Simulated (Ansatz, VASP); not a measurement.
# One calculation of Na, two programs

File INCAR:

```
SYSTEM = Na
ALGO     = Normal         ! electronic algorithm
EDIFF    = 1E-6           ! SCF threshold, eV
ENCUT    = 520            ! plane-wave cutoff, eV
GGA      = PE             ! functional
ISIF     = 2              ! what is computed and relaxed
ISMEAR   = -1             ! smearing method
LASPH    = .True.         ! aspherical terms in the spheres
LCHARG   = .True.         ! write CHGCAR
LELF     = .True.         ! ELF
LREAL    = .False.        ! projectors in reciprocal space
LVHAR    = .True.       
LWAVE    = .False.        ! write WAVECAR
NBANDS   = 10             ! bands
NELM     = 100            ! most SCF steps
PREC     = Accurate       ! precision mode
SIGMA    = 0.1            ! smearing width, eV
```

Contents of KPOINTS:

```
k-points
0
Gamma
  17 17 17
  0 0 0
```

File POSCAR:

```
Na
1.0
    0.0000000000      2.6816821214      2.6816821214
    2.6816821214      0.0000000000      2.6816821214
    2.6816821214      2.6816821214      0.0000000000
Na
1
Direct
    0.0000000000      0.0000000000      0.0000000000
```

Input for Ansatz:

```yaml
crystal:
  lattice:
    - [0.0, 2.6816821214, 2.6816821214]
    - [2.6816821214, 0.0, 2.6816821214]
    - [2.6816821214, 2.6816821214, 0.0]
  atoms:
    - { symbol: Na, position: [0.0, 0.0, 0.0] }
hamiltonian:
  xc: pbe
  pseudopotentials:
    kind: paw
    azcp:
      Na: "pseudopotentials/Na.paw.azcp"
basis:
  ecutwfc: 420
  fft_grid_basis: typed
kpoints:
  mp_grid: { grid: [17, 17, 17], shift: [0, 0, 0] }
magnetization:
  spin_polarized: false
scf:
  occupations: { method: fermi_dirac, width: 0.1 }
output:
  stress: true
```

Alike in both runs: task single point; functional PBE; k mesh 17 × 17 × 17; occupations fermi-dirac, width 0.1 eV; no spin polarisation.

|  | VASP | Ansatz |
| --- | --- | --- |
| version | VASP 6.6.1 | Ansatz 0.2.0 |
| potentials or method | VASP PAW PBE potentials, release 64 (Na_pv), cutoff 520 eV | plane waves (420 eV) with PAW, scalar-relativistic |
| valence electrons in the cell | 7 | 9 |

```tsv
	VASP	Ansatz	Ansatz less VASP
pressure (GPa)	-0.3	-0.3	+0.02
```

VASP's potentials hold 7 valence electrons a cell and Ansatz's 9, so a difference there can come from the potentials and not from the codes.
